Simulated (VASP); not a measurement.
# SrTi2O4 (I4/mmm) in VASP: relaxation of cell and atoms with PBE

Aim: the relaxation of cell and atoms of SrTi2O4 with PBE.

Everything below comes from runs of VASP 6.6.1. Logs are shortened: lines on timing, memory, paths and dates and some standing lists are left out, and cuts for length are marked.

### Step 1. The cell of the first run

It takes space group I4/mmm (No. 139, tetragonal). The conventional cell has a = 5.975 Å, b = 5.975 Å, c = 4.794 Å, α = 90.00°, β = 90.00°, γ = 90.00°. Sr (site symmetry 4/mmm) has 12 O at 2.56 to 2.92 Å and 8 Ti at 3.22 Å within 3.4 Å. Within 3.3 Å of Ti (site symmetry -4m2) lie 2 Ti at 2.40 Å and 8 O at 2.47 Å and 4 Sr at 3.22 Å. O (site symmetry m2m) has 4 O at 2.35 to 2.56 Å and 4 Ti at 2.47 Å and 3 Sr at 2.56 to 2.92 Å within 3.1 Å.

The cell was generated, and may not be a known phase.

### Step 2. Relaxation of cell and atoms, PBE, collinear spin

The input, INCAR:

```
PREC     = Accurate       # precision mode
ENCUT    = 600            # plane-wave cutoff, eV
EDIFF    = 1E-6           # SCF threshold, eV
ISMEAR   = 0              # smearing method
SIGMA    = 0.15           # smearing width, eV
LREAL    = False          # projectors in reciprocal space
LASPH    = True           # aspherical terms in the spheres
NELM     = 150            # most SCF steps
ALGO     = Normal         # electronic algorithm
ISIF     = 3              # what is computed and relaxed
LWAVE    = False          # write WAVECAR
LCHARG   = False          # write CHGCAR
ISPIN    = 2              # spin polarisation
MAGMOM   = 0 1 1 0 0 0 0  # initial moments
LORBIT   = 11             # projections on sites
LMAXMIX  = 4              # l up to which the mixer works
GGA      = PE             # functional
IBRION   = 2              # ionic algorithm
NSW      = 36             # ionic steps
EDIFFG   = -0.08          # ionic threshold
```

The input, KPOINTS:

```
regular mesh
0
Gamma
  3 3 3
```

The input, POSCAR:

```
SrTi2O4
1.0
   -2.9874999000      2.9874999000      2.3969463700
    2.9874999000     -2.9874999000      2.3969463700
    2.9874999000      2.9874999000     -2.3969463700
Sr Ti O
1 2 4
Direct
    0.0000000000      0.0000000000      0.0000000000
    0.7500000000      0.2500000000      0.5000000000
    0.2500000000      0.7500000000      0.5000000000
    0.3030583900      0.3030583900      0.6061167700
    0.6969416100      0.6969416100      0.3938832300
    0.3030583900      0.6969416100      0.0000000000
    0.6969416100      0.3030583900      0.0000000000
```

Potentials or basis: VASP PAW PBE potentials, release 64 (Sr_sv, Ti_sv, O).

Run with:

```console
> cat potpaw_PBE.64/Sr_sv/POTCAR potpaw_PBE.64/Ti_sv/POTCAR potpaw_PBE.64/O/POTCAR > POTCAR
> mpirun -np 1 vasp_std > vasp.out
```

OUTCAR:

```text
PREC = Accurate
   ENCUT = 600
   EDIFF = 1E-6
   ISMEAR = 0
   LREAL = False
   LASPH = True
   NELM = 150
   ISIF = 3
   ISPIN = 2
   LORBIT = 11
   GGA = PE
   IBRION = 2
   NSW = 36
   EDIFFG = -0.08

 ion  position               nearest neighbor table
   1  0.000  0.000  0.000-   4 2.56   5 2.56   7 2.56   6 2.56   7 2.92   6 2.92   7 2.92   6 2.92
                             5 2.92   4 2.92   4 2.92   5 2.92   2 3.22   3 3.22   2 3.22   3 3.22
   2  0.750  0.250  0.500-   3 2.40   3 2.40   1 3.22   1 3.22   1 3.22   1 3.22
   3  0.250  0.750  0.500-   2 2.40   2 2.40   1 3.22   1 3.22   1 3.22   1 3.22
   4  0.303  0.303  0.606-   1 2.56   1 2.92   1 2.92
   5  0.697  0.697  0.394-   1 2.56   1 2.92   1 2.92
   6  0.303  0.697  0.000-   1 2.56   1 2.92   1 2.92
   7  0.697  0.303  0.000-   1 2.56   1 2.92   1 2.92

  LATTYP: Found a body centered tetragonal cell.
 ALAT       =     5.9749998000
 C/A-ratio  =     0.8023251716

  Lattice vectors:

 A1 = (  -2.9874999000,   2.9874999000,   2.3969463700)
 A2 = (   2.9874999000,  -2.9874999000,   2.3969463700)
 A3 = (   2.9874999000,   2.9874999000,  -2.3969463700)

Analysis of symmetry for initial positions (statically):
=====================================================================
 Subroutine PRICEL returns:
 Original cell was already a primitive cell.

 Routine SETGRP: Setting up the symmetry group for a
 body centered tetragonal supercell.

 Subroutine GETGRP returns: Found 16 space group operations
 (whereof 16 operations were pure point group operations)
 out of a pool of 16 trial point group operations.

The static configuration has the point symmetry D_4h.

Analysis of symmetry for dynamics (positions and initial velocities):
=====================================================================
 Subroutine PRICEL returns:
 Original cell was already a primitive cell.

 Routine SETGRP: Setting up the symmetry group for a
 body centered tetragonal supercell.

 Subroutine GETGRP returns: Found 16 space group operations
 (whereof 16 operations were pure point group operations)
 out of a pool of 16 trial point group operations.

The dynamic configuration has the point symmetry D_4h.

Analysis of structural, dynamic, and magnetic symmetry:
=====================================================================
 Subroutine PRICEL returns:
 Original cell was already a primitive cell.

 Routine SETGRP: Setting up the symmetry group for a
 body centered tetragonal supercell.

 Subroutine GETGRP returns: Found 16 space group operations
 (whereof 16 operations were pure point group operations)
 out of a pool of 16 trial point group operations.

The overall configuration has the point symmetry D_4h.

 Subroutine INISYM returns: Found 16 space group operations
 (whereof 16 operations are pure point group operations),
 and found     1 'primitive' translations

----------------------------------------------------------------------------------------

                                     Primitive cell

  volume of cell :      85.5725

  direct lattice vectors                    reciprocal lattice vectors
    -2.987499900  2.987499900  2.396946370     0.000000000  0.167364022  0.208598743
     2.987499900 -2.987499900  2.396946370     0.167364022  0.000000000  0.208598743
     2.987499900  2.987499900 -2.396946370     0.167364022  0.167364022  0.000000000

  length of vectors
     4.857536743  4.857536743  4.857536743     0.267439996  0.267439996  0.236688470

  position of ions in fractional coordinates (direct lattice)
     0.000000000  0.000000000  0.000000000
     0.750000000  0.250000000  0.500000000
     0.250000000  0.750000000  0.500000000
     0.303058390  0.303058390  0.606116770
     0.696941610  0.696941610  0.393883230
     0.303058390  0.696941610  0.000000000
     0.696941610  0.303058390  0.000000000

  ion indices of the primitive-cell ions
   primitive index   ion index
                 1           1
                 2           2
                 3           3
                 4           4
                 5           5
                 6           6
                 7           7

----------------------------------------------------------------------------------------

 KPOINTS: regular mesh

Automatic generation of k-mesh.
 Grid dimensions read from file:
 generate k-points for:    3    3    3

 Generating k-lattice:

  Cartesian coordinates                     Fractional coordinates (reciprocal lattice)
     0.000000000  0.055788007  0.069532914     0.333333333 -0.000000000  0.000000000
     0.055788007  0.000000000  0.069532914    -0.000000000  0.333333333  0.000000000
     0.055788007  0.055788007  0.000000000     0.000000000  0.000000000  0.333333333

  Length of vectors
     0.089146665  0.089146665  0.078896157

  Shift w.r.t. Gamma in fractional coordinates (k-lattice)
     0.000000000  0.000000000  0.000000000

 Subroutine IBZKPT returns following result:
 ===========================================

 Found      6 irreducible k-points:

 Following reciprocal coordinates:
            Coordinates               Weight
  0.000000  0.000000  0.000000      1.000000
  0.333333  0.000000 -0.000000      8.000000
  0.333333  0.333333 -0.000000      8.000000
 -0.333333  0.333333  0.000000      4.000000
 -0.333333  0.333333  0.333333      4.000000
 -0.333333 -0.333333  0.333333      2.000000
   k-points           NKPTS =      6   k-points in BZ     NKDIM =      6   number of bands    NBANDS=     35
   number of dos      NEDOS =    301   number of ions     NIONS =      7
   total plane-waves  NPLWV =  64000
   dimension x,y,z NGX =    40 NGY =   40 NGZ =   40
   dimension x,y,z NGXF=    80 NGYF=   80 NGZF=   80
   ions per type =               1   2   4
   NGX,Y,Z   is equivalent  to a cutoff of  13.69, 13.69, 13.69 a.u.
   NGXF,Y,Z  is equivalent  to a cutoff of  27.38, 27.38, 27.38 a.u.
 SYSTEM =  unknown system
   PREC   = accura    normal or accurate (medium, high low for compatibility)
   ISTART =      0    job   : 0-new  1-cont  2-samecut
   ICHARG =      2    charge: 1-file 2-atom 10-const
   ISPIN  =      2    spin polarized calculation?
   LNONCOLLINEAR =      F non collinear calculations
   LSORBIT =      F    spin-orbit coupling
   LASPH  =      T    aspherical Exc in radial PAW
   ENCUT  =  600.0 eV  44.10 Ry    6.64 a.u.   9.70  9.70  9.70*2*pi/ulx,y,z
   NELM   =    150;   NELMIN=  2; NELMDL= -5     # of ELM steps
   EDIFF  = 0.1E-05   stopping-criterion for ELM
   LREAL  =      F    real-space projection
   EDIFFG = -.8E-01   stopping-criterion for IOM
   NSW    =     36    number of steps for IOM
   IBRION =      2    ionic relax: 0-MD 1-quasi-New 2-CG
   NFREE  =      1    steps in history (QN), initial steepest desc. (CG)
   ISIF   =      3    stress and relaxation
   ISYM   =      2    0-nonsym 1-usesym 2-fastsym
   POTIM  = 0.5000    time-step for ionic-motion
   TEBEG  =    0.0;   TEEND  =   0.0 temperature during run
   PSTRESS=    0.0 pullay stress
   NELECT =      58.0000    total number of electrons
   NUPDOWN=      -1.0000    fix difference up-down
   EMIN   =  10.00;   EMAX   =-10.00  energy-range for DOS
   EFERMI =   0.00;   METHOD = LEGACY
   ISMEAR =     0;   SIGMA  =   0.15  broadening in eV -4-tet -1-fermi 0-gaus
   EFERMI_NEDOS =   21; number of points for ismear=-14 and -15
   IALGO  =     38    algorithm
   IMIX   =      4    mixing-type and parameters
     AMIX     =   0.40;   BMIX     =  1.00
     AMIX_MAG =   1.60;   BMIX_MAG =  1.00
  volume/ion in A,a.u.               =      12.22        82.50
  Fermi-wavevector in a.u.,A,eV,Ry     =   1.438046  2.717513 28.136528  2.067976
  Thomas-Fermi vector in A             =   2.557056
   LORBIT       =     11    0 simple, 1 ext, 2 COOP (PROOUT), +10 PAW based schemes
   GGA     = PE    functional components
   LHFCALC =     F    Hartree Fock is set to
   AEXX    =    0.0000 exact exchange contribution
   IVDW    =     0    specifies the selected vdW correction
   LEPSILON=     F    determine dielectric tensor
   LRPA    =     F    only Hartree local field effects (RPA)
 conjugate gradient relaxation of ions
 spin polarized calculation
 Gauss-broadening in eV      SIGMA  =   0.15
  energy-cutoff  :      600.00
  volume of cell :       85.57
 maximum number of plane-waves:      2893
   NGX = 19   NGY = 19   NGZ = 19

--------------------------------------- Ionic step        1  -------------------------------------------

 number of electron      58.0000000 magnetization      -0.0007090

 number of electron      58.0000000 magnetization       0.0003706

 Free energy of the ion-electron system (eV)
  ---------------------------------------------------
  ext. energy  EPLUGINS =         0.00000000
  ---------------------------------------------------
  free energy    TOTEN  =       -46.87979231 eV

  energy without entropy =      -46.84862790  energy(sigma->0) =      -46.86421010

------------------------ aborting loop because EDIFF is reached ----------------------------------------

  FORCE on cell =-STRESS in cart. coord.  units (eV):
  Direction    XX          YY          ZZ          XY          YZ          ZX
  --------------------------------------------------------------------------------------
  -------------------------------------------------------------------------------------
  Total      -11.3713061    -11.3713061      5.4481024      0.0000000      0.0000000     -0.0000000
  in kB     -212.9054736   -212.9054736    102.0050651      0.0000000      0.0000000     -0.0000000
  external PRESSURE =    -107.9352940 kB  Pullay stress =       0.0000000 kB
[... 243 lines left out ...]
--------------------------------------- Ionic step        7  -------------------------------------------

 number of electron      57.9999993 magnetization       0.0000001

 number of electron      57.9999993 magnetization      -0.0000002

 Free energy of the ion-electron system (eV)
  ---------------------------------------------------
  ext. energy  EPLUGINS =         0.00000000
  ---------------------------------------------------
  free energy    TOTEN  =       -48.59051958 eV

  energy without entropy =      -48.57667913  energy(sigma->0) =      -48.58359936

 E-fermi :   6.0895     XC(G=0): -11.6138

 val. band max:        5.9645079107   @ k =   0.3333   0.3333  -0.0000
 cond. band min:       6.3935613067   @ k =   0.0000   0.0000   0.0000
 fundamental gap:      0.4290533960
 Fermi energy:         6.0894955224

 spin component 1

 k-point     1 :       0.0000    0.0000    0.0000
  band No.  band energies     occupation
      1     -51.8155      1.00000
      2     -51.6346      1.00000
      3     -28.2616      1.00000
      4     -28.1515      1.00000
      5     -28.1515      1.00000
      6     -28.0175      1.00000
[... 217 lines left out ...]
     34       8.1916      0.00000
     35       8.7235      0.00000
 Fermi energy:         6.0894955224

 spin component 2

 k-point     1 :       0.0000    0.0000    0.0000
  band No.  band energies     occupation
      1     -51.8155      1.00000
      2     -51.6346      1.00000
      3     -28.2616      1.00000
      4     -28.1515      1.00000
      5     -28.1515      1.00000
      6     -28.0175      1.00000
[... 251 lines left out ...]
  FREE ENERGIE OF THE ION-ELECTRON SYSTEM (eV)
  ---------------------------------------------------
  free  energy   TOTEN  =       -48.5905195813 eV

  energy  without entropy=      -48.5766791330  energy(sigma->0) =      -48.58359936

 reached required accuracy - stopping structural energy minimisation

 total charge

# of ion       s       p       d       tot
------------------------------------------
    1        2.034   5.894   0.424   8.351
    2        2.145   6.093   1.825  10.063
    3        2.145   6.093   1.825  10.063
    4        1.573   3.367   0.000   4.940
    5        1.573   3.367   0.000   4.940
    6        1.573   3.367   0.000   4.940
    7        1.573   3.367   0.000   4.940
--------------------------------------------------
tot         12.616  31.549   4.073  48.238

 magnetization (x)

# of ion       s       p       d       tot
------------------------------------------
    1       -0.000  -0.000  -0.000  -0.000
    2       -0.000  -0.000   0.000   0.000
    3       -0.000  -0.000   0.000   0.000
    4       -0.000   0.000   0.000   0.000
    5       -0.000   0.000   0.000   0.000
    6       -0.000   0.000   0.000   0.000
    7       -0.000   0.000   0.000   0.000
--------------------------------------------------
tot         -0.000   0.000   0.000   0.000
```

It took 12 min on 1 thread of Intel Xeon 8259CL, shared host; peak memory 0.31 GiB.

What came out:

```yaml
Free_energy: -48.5905 eV
Relaxed_volume: 11.57 Å³/atom
Relaxed_cell: a = 4.734 Å, b = 4.734 Å, c = 4.734 Å, α = 106.55°, β = 106.55°, γ = 115.48°
Space_group_after_relaxing_to_0.1_Å: I4/mmm (No. 139)
Energy_gained_by_relaxing: 244.4 meV/atom
Ionic_steps: 7
Pressure_after_relaxing: 0.0 GPa
Largest_force_after_relaxing: 0.031 eV/Å
Band_gap_on_the_k_mesh: zero (filled and empty bands overlap)
Net_moment: 0.00 μB per cell
Valence_electrons_inside_the_program's_atomic_spheres: Sr 8.35; Ti 10.06; O 4.94
```

Forces in eV/Å, atoms in the order of the input:
```
Sr   0.000  0.000  0.000
Ti   0.000  0.000  0.000
Ti   0.000  0.000  0.000
O   -0.022 -0.022  0.000
O    0.022  0.022  0.000
O    0.022 -0.022  0.000
O   -0.022  0.022  0.000
```

Stress tensor (GPa, compression positive):
```
 0.04  0.00  0.00
 0.00  0.04  0.00
 0.00  0.00 -0.22
```

Step by step:
```tsv
step	energy change (eV)	largest force (eV/Å)	pressure (GPa)	volume (Å³)
1	0.0000	2.0626	-10.79	85.57
2	-1.4060	0.9992	9.71	75.41
3	-1.4375	1.2502	6.19	76.50
4	-1.6945	0.0144	2.65	79.66
5	-1.6961	0.1204	2.44	79.94
6	-1.6992	0.1545	-2.10	81.94
7	-1.7107	0.0311	-0.05	80.99
```

Final structure:
```cif
data_structure
_symmetry_space_group_name_H-M 'P 1'
_symmetry_Int_Tables_number 1
_cell_length_a 4.7339
_cell_length_b 4.7339
_cell_length_c 4.7339
_cell_angle_alpha 106.552
_cell_angle_beta 106.552
_cell_angle_gamma 115.482
_cell_volume 80.99
loop_
_atom_site_label
_atom_site_type_symbol
_atom_site_fract_x
_atom_site_fract_y
_atom_site_fract_z
_atom_site_occupancy
Sr1 Sr 0.00000 0.00000 0.00000 1
Ti1 Ti 0.75000 0.25000 0.50000 1
Ti2 Ti 0.25000 0.75000 0.50000 1
O1 O 0.28272 0.28272 0.56544 1
O2 O 0.71728 0.71728 0.43456 1
O3 O 0.28272 0.71728 0.00000 1
O4 O 0.71728 0.28272 0.00000 1
```

Caveat: the k points lie up to 0.56 Å⁻¹ apart in the final cell; semilocal functionals often make such compounds metallic where correlation or magnetic order opens a gap, which also shifts bond lengths.

The gap in the log of VASP goes by the Fermi energy; the results here count the filled bands.